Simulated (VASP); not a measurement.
Input of a VASP 6.6.1 run:

INCAR

```
  PREC = Accurate
  ENCUT = 520
  EDIFF = 1E-6
  ISMEAR = -1
  SIGMA = 0.03
  LREAL = False
  LASPH = True
  NELM = 60
  ALGO = Normal
  ISIF = 2
  LWAVE = False
  LCHARG = False
  GGA = PE
  NBANDS = 16
```

KPOINTS

```
regular mesh
0
Gamma
  4 4 4
```

File POSCAR:

```
CdSe
1.0
    0.0000000000      3.0702711986      3.0702711986
    3.0702711986      0.0000000000      3.0702711986
    3.0702711986      3.0702711986      0.0000000000
Cd Se
1 1
Direct
    0.0000000000      0.0000000000      0.0000000000
    0.2500000000      0.2500000000      0.2500000000
```

Potentials or basis: VASP PAW PBE potentials, release 64 (Cd, Se).

Run with:

```console
$ cat potpaw_PBE.64/Cd/POTCAR potpaw_PBE.64/Se/POTCAR > POTCAR
$ mpirun -np 1 vasp_std > vasp.out
```

(1) Predict the band gap on the k mesh.

(2) Predict the pressure.

Results:

(1) 0.53 eV.

(2) 1.8 GPa.

Caveat: the k points lie up to 0.44 Å⁻¹ apart.
